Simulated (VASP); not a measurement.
# Si3Ag (Pm-3n) in VASP: a series of runs

Runs on Si3Ag. Level: PBE. Tasks: single point, relaxation of cell and atoms.

Program: VASP 6.6.1. These are calculated values, not measurements. Logs are shortened: lines on timing, memory, paths and dates and some standing lists are left out, and cuts for length are marked.

**1. The cell of the first run**

Symmetry: Pm-3n, No. 223, cubic system. Conventional cell: a = 5.141 Å, b = 5.141 Å, c = 5.141 Å, α = 90.00°, β = 90.00°, γ = 90.00°. Si (site symmetry -4m2) has 10 Si at 2.57 to 3.15 Å and 4 Ag at 2.87 Å within 3.4 Å. Within 3.8 Å of Ag (site symmetry m-3) lie 12 Si at 2.87 Å.

The cell was generated, and may not be a known phase.

**2. Single point, PBE**

File INCAR:

```
  PREC = Accurate
  ENCUT = 520
  EDIFF = 1E-6
  ISMEAR = 0
  SIGMA = 0.1
  LREAL = F
  LASPH = T
  NELM = 80
  ALGO = Normal
  ISIF = 2
  LWAVE = F
  LCHARG = F
  GGA = PE
  NBANDS = 33
```

File KPOINTS:

```
Automatic mesh
0
Gamma
  4 4 4
```

File POSCAR:

```
Si3Ag
1.0
    5.1414632700      0.0000000000      0.0000000000
    0.0000000000      5.1414632700      0.0000000000
    0.0000000000      0.0000000000      5.1414632700
Si Ag
6 2
Direct
    0.2500000000      0.0000000000      0.5000000000
    0.5000000000      0.7500000000      0.0000000000
    0.7500000000      0.0000000000      0.5000000000
    0.5000000000      0.2500000000      0.0000000000
    0.0000000000      0.5000000000      0.7500000000
    0.0000000000      0.5000000000      0.2500000000
    0.0000000000      0.0000000000      0.0000000000
    0.5000000000      0.5000000000      0.5000000000
```

Potentials or basis: VASP PAW PBE potentials, release 64 (Si, Ag).

On the command line:

```bash
cat potpaw_PBE.64/Si/POTCAR potpaw_PBE.64/Ag/POTCAR > POTCAR
mpirun -np 1 vasp_std > vasp.out
```

OUTCAR:

```text
PREC = Accurate
   ENCUT = 520
   EDIFF = 1E-6
   ISMEAR = 0
   LREAL = F
   LASPH = T
   NELM = 80
   ISIF = 2
   GGA = PE

 ion  position               nearest neighbor table
   1  0.250  0.000  0.500-   3 2.57   3 2.57   8 2.87   7 2.87   8 2.87   7 2.87   4 3.15   2 3.15
                             4 3.15   5 3.15   5 3.15   6 3.15   6 3.15   2 3.15
   2  0.500  0.750  0.000-   4 2.57   4 2.57   8 2.87   8 2.87   7 2.87   7 2.87   1 3.15   1 3.15
                             3 3.15   5 3.15   6 3.15   5 3.15   6 3.15   3 3.15
   3  0.750  0.000  0.500-   1 2.57   1 2.57   8 2.87   7 2.87   8 2.87   7 2.87   4 3.15   2 3.15
                             4 3.15   5 3.15   5 3.15   6 3.15   6 3.15   2 3.15
   4  0.500  0.250  0.000-   2 2.57   2 2.57   8 2.87   8 2.87   7 2.87   7 2.87   3 3.15   1 3.15
                             3 3.15   5 3.15   6 3.15   5 3.15   6 3.15   1 3.15
   5  0.000  0.500  0.750-   6 2.57   6 2.57   8 2.87   7 2.87   7 2.87   8 2.87   3 3.15   4 3.15
                             1 3.15   3 3.15   1 3.15   2 3.15   4 3.15   2 3.15
   6  0.000  0.500  0.250-   5 2.57   5 2.57   8 2.87   7 2.87   7 2.87   8 2.87   3 3.15   4 3.15
                             1 3.15   3 3.15   1 3.15   2 3.15   4 3.15   2 3.15
   7  0.000  0.000  0.000-   1 2.87   2 2.87   3 2.87   4 2.87   5 2.87   6 2.87   1 2.87   3 2.87
                             5 2.87   6 2.87   2 2.87   4 2.87
   8  0.500  0.500  0.500-   1 2.87   2 2.87   3 2.87   4 2.87   5 2.87   6 2.87   2 2.87   4 2.87
                             1 2.87   3 2.87   5 2.87   6 2.87

  LATTYP: Found a simple cubic cell.
 ALAT       =     5.1414632700

  Lattice vectors:

 A1 = (   5.1414632700,   0.0000000000,   0.0000000000)
 A2 = (   0.0000000000,   5.1414632700,   0.0000000000)
 A3 = (   0.0000000000,   0.0000000000,   5.1414632700)

Analysis of symmetry for initial positions (statically):
=====================================================================
 Subroutine PRICEL returns:
 Original cell was already a primitive cell.

 Routine SETGRP: Setting up the symmetry group for a
 simple cubic supercell.

 Subroutine GETGRP returns: Found 48 space group operations
 (whereof 24 operations were pure point group operations)
 out of a pool of 48 trial point group operations.

The static configuration has the point symmetry T_h .
 The point group associated with its full space group is O_h .

Analysis of symmetry for dynamics (positions and initial velocities):
=====================================================================
 Subroutine PRICEL returns:
 Original cell was already a primitive cell.

 Routine SETGRP: Setting up the symmetry group for a
 simple cubic supercell.

 Subroutine GETGRP returns: Found 48 space group operations
 (whereof 24 operations were pure point group operations)
 out of a pool of 48 trial point group operations.

The dynamic configuration has the point symmetry T_h .
 The point group associated with its full space group is O_h .

 Subroutine INISYM returns: Found 48 space group operations
 (whereof 24 operations are pure point group operations),
 and found     1 'primitive' translations

----------------------------------------------------------------------------------------

                                     Primitive cell

  volume of cell :     135.9128

  direct lattice vectors                    reciprocal lattice vectors
     5.141463270  0.000000000  0.000000000     0.194497159  0.000000000  0.000000000
     0.000000000  5.141463270  0.000000000     0.000000000  0.194497159  0.000000000
     0.000000000  0.000000000  5.141463270     0.000000000  0.000000000  0.194497159

  length of vectors
     5.141463270  5.141463270  5.141463270     0.194497159  0.194497159  0.194497159

  position of ions in fractional coordinates (direct lattice)
     0.250000000  0.000000000  0.500000000
     0.500000000  0.750000000  0.000000000
     0.750000000  0.000000000  0.500000000
     0.500000000  0.250000000  0.000000000
     0.000000000  0.500000000  0.750000000
     0.000000000  0.500000000  0.250000000
     0.000000000  0.000000000  0.000000000
     0.500000000  0.500000000  0.500000000

  ion indices of the primitive-cell ions
   primitive index   ion index
                 1           1
                 2           2
                 3           3
                 4           4
                 5           5
                 6           6
                 7           7
                 8           8

----------------------------------------------------------------------------------------

 KPOINTS: Automatic mesh

Automatic generation of k-mesh.
 Grid dimensions read from file:
 generate k-points for:    4    4    4

 Generating k-lattice:

  Cartesian coordinates                     Fractional coordinates (reciprocal lattice)
     0.048624290  0.000000000  0.000000000     0.250000000  0.000000000  0.000000000
     0.000000000  0.048624290  0.000000000     0.000000000  0.250000000  0.000000000
     0.000000000  0.000000000  0.048624290     0.000000000  0.000000000  0.250000000

  Length of vectors
     0.048624290  0.048624290  0.048624290

  Shift w.r.t. Gamma in fractional coordinates (k-lattice)
     0.000000000  0.000000000  0.000000000

 Subroutine IBZKPT returns following result:
 ===========================================

 Found     10 irreducible k-points:

 Following reciprocal coordinates:
            Coordinates               Weight
  0.000000  0.000000  0.000000      1.000000
  0.250000  0.000000  0.000000      6.000000
  0.500000  0.000000  0.000000      3.000000
  0.250000  0.250000  0.000000     12.000000
  0.500000  0.250000  0.000000     12.000000
  0.500000  0.500000  0.000000      3.000000
  0.250000  0.250000  0.250000      8.000000
  0.500000  0.250000  0.250000     12.000000
  0.500000  0.500000  0.250000      6.000000
  0.500000  0.500000  0.500000      1.000000
   k-points           NKPTS =     10   k-points in BZ     NKDIM =     10   number of bands    NBANDS=     33
   number of dos      NEDOS =    301   number of ions     NIONS =      8
   total plane-waves  NPLWV =  64000
   dimension x,y,z NGX =    40 NGY =   40 NGZ =   40
   dimension x,y,z NGXF=    80 NGYF=   80 NGZF=   80
   ions per type =               6   2
   NGX,Y,Z   is equivalent  to a cutoff of  12.93, 12.93, 12.93 a.u.
   NGXF,Y,Z  is equivalent  to a cutoff of  25.87, 25.87, 25.87 a.u.
 SYSTEM =  unknown system
   PREC   = accura    normal or accurate (medium, high low for compatibility)
   ISTART =      0    job   : 0-new  1-cont  2-samecut
   ICHARG =      2    charge: 1-file 2-atom 10-const
   ISPIN  =      1    spin polarized calculation?
   LNONCOLLINEAR =      F non collinear calculations
   LSORBIT =      F    spin-orbit coupling
   LASPH  =      T    aspherical Exc in radial PAW
   ENCUT  =  520.0 eV  38.22 Ry    6.18 a.u.   9.56  9.56  9.56*2*pi/ulx,y,z
   NELM   =     80;   NELMIN=  2; NELMDL= -5     # of ELM steps
   EDIFF  = 0.1E-05   stopping-criterion for ELM
   LREAL  =      F    real-space projection
   EDIFFG = 0.1E-04   stopping-criterion for IOM
   NSW    =      0    number of steps for IOM
   IBRION =     -1    ionic relax: 0-MD 1-quasi-New 2-CG
   NFREE  =      0    steps in history (QN), initial steepest desc. (CG)
   ISIF   =      2    stress and relaxation
   ISYM   =      2    0-nonsym 1-usesym 2-fastsym
   POTIM  = 0.5000    time-step for ionic-motion
   TEBEG  =    0.0;   TEEND  =   0.0 temperature during run
   PSTRESS=    0.0 pullay stress
   NELECT =      46.0000    total number of electrons
   NUPDOWN=      -1.0000    fix difference up-down
   EMIN   =  10.00;   EMAX   =-10.00  energy-range for DOS
   EFERMI =   0.00;   METHOD = LEGACY
   ISMEAR =     0;   SIGMA  =   0.10  broadening in eV -4-tet -1-fermi 0-gaus
   EFERMI_NEDOS =   21; number of points for ismear=-14 and -15
   IALGO  =     38    algorithm
   IMIX   =      4    mixing-type and parameters
     AMIX     =   0.40;   BMIX     =  1.00
     AMIX_MAG =   1.60;   BMIX_MAG =  1.00
  volume/ion in A,a.u.               =      16.99       114.65
  Fermi-wavevector in a.u.,A,eV,Ry     =   1.140882  2.155954 17.709501  1.301612
  Thomas-Fermi vector in A             =   2.277583
   LORBIT       =      0    0 simple, 1 ext, 2 COOP (PROOUT), +10 PAW based schemes
   GGA     = PE    functional components
   LHFCALC =     F    Hartree Fock is set to
   AEXX    =    0.0000 exact exchange contribution
   IVDW    =     0    specifies the selected vdW correction
   LEPSILON=     F    determine dielectric tensor
   LRPA    =     F    only Hartree local field effects (RPA)
 non-spin polarized calculation
 Gauss-broadening in eV      SIGMA  =   0.10
  energy-cutoff  :      520.00
  volume of cell :      135.91
 maximum number of plane-waves:      3743
 NGX is ok and might be reduce to    40
   NGX = 19   NGY = 19   NGZ = 19

 number of electron      45.9999996 magnetization

 Free energy of the ion-electron system (eV)
  ---------------------------------------------------
  ext. energy  EPLUGINS =         0.00000000
  ---------------------------------------------------
  free energy    TOTEN  =       -33.35792700 eV

  energy without entropy =      -33.34266416  energy(sigma->0) =      -33.35029558

 E-fermi :   8.5215     XC(G=0): -10.9674

 val. band max:        8.4928337937   @ k =   0.2500   0.0000   0.0000
 cond. band min:       8.5357269937   @ k =   0.2500   0.0000   0.0000
 fundamental gap:      0.0428932000
 Fermi energy:         8.5215094142

 k-point     1 :       0.0000    0.0000    0.0000
  band No.  band energies     occupation
      1      -3.9153      2.00000
      2      -0.4263      2.00000
      3      -0.4263      2.00000
      4       2.1332      2.00000
      5       2.1332      2.00000
      6       2.1332      2.00000
[... 25 lines left out ...]
     32      12.5247      0.00000
     33      12.5247      0.00000
[... 293 lines left out ...]
      3      -0.4484      2.00000
      4      -0.4484      2.00000
      5      -0.4484      2.00000
      6      -0.4484      2.00000
[... 25 lines left out ...]
     32      11.8707      0.00000
     33      11.8707      0.00000

------------------------ aborting loop because EDIFF is reached ----------------------------------------

  FORCE on cell =-STRESS in cart. coord.  units (eV):
  Direction    XX          YY          ZZ          XY          YZ          ZX
  --------------------------------------------------------------------------------------
  -------------------------------------------------------------------------------------
  Total       -0.7083362     -0.7083362     -0.7083362      0.0000000      0.0000000      0.0000000
  in kB       -8.3500642     -8.3500642     -8.3500642      0.0000000      0.0000000      0.0000000
  external PRESSURE =      -8.3500642 kB  Pullay stress =       0.0000000 kB

 VOLUME and BASIS-vectors are now :
 -----------------------------------------------------------------------------
  energy-cutoff  :      520.00
  volume of cell :      135.91
      direct lattice vectors                 reciprocal lattice vectors
     5.141463270  0.000000000  0.000000000     0.194497159  0.000000000  0.000000000
     0.000000000  5.141463270  0.000000000     0.000000000  0.194497159  0.000000000
     0.000000000  0.000000000  5.141463270     0.000000000  0.000000000  0.194497159

 POSITION                                       TOTAL-FORCE (eV/Angst)
 -----------------------------------------------------------------------------------
      1.28537      0.00000      2.57073        -0.000000     -0.000000      0.000000
      2.57073      3.85610      0.00000        -0.000000      0.000000     -0.000000
      3.85610      0.00000      2.57073         0.000000     -0.000000      0.000000
      2.57073      1.28537      0.00000         0.000000     -0.000000     -0.000000
      0.00000      2.57073      3.85610         0.000000      0.000000      0.000000
      0.00000      2.57073      1.28537        -0.000000      0.000000     -0.000000
      0.00000      0.00000      0.00000         0.000000      0.000000     -0.000000
      2.57073      2.57073      2.57073         0.000000      0.000000     -0.000000
 -----------------------------------------------------------------------------------
    total drift:                               -0.000000      0.000000     -0.000000

  FREE ENERGIE OF THE ION-ELECTRON SYSTEM (eV)
  ---------------------------------------------------
  free  energy   TOTEN  =       -33.3579269995 eV

  energy  without entropy=      -33.3426641627  energy(sigma->0) =      -33.35029558
```

It took 76 s on 1 thread of Oxide Virtual Turin-like, shared host; peak memory 0.21 GiB.

Results:

- Free energy: -33.3579 eV
- Pressure: -0.8 GPa
- Band gap on the k mesh: zero (bands 23 and 24 overlap by 2.11 eV)

Levels at points of the mesh, in eV from the Fermi level:
| k point | band 21 | band 22 | band 23 | band 24 | band 25 | band 26 |
| --- | --- | --- | --- | --- | --- | --- |
| (0.00, 0.00, 0.00) | -2.34 | -2.34 | -0.11 | -0.11 | -0.11 | 0.88 |
| (0.50, 0.00, 0.00) | -0.23 | -0.23 | 0.09 | 0.09 | 0.80 | 0.80 |
| (0.50, 0.50, 0.00) | -2.21 | -1.83 | 0.26 | 0.88 | 1.38 | 1.38 |
| (0.50, 0.50, 0.50) | 1.31 | 1.31 | 1.31 | 1.31 | 1.99 | 1.99 |

[end of part 1 of 2]

The gap in the log of VASP goes by the Fermi energy; the results here count the filled bands.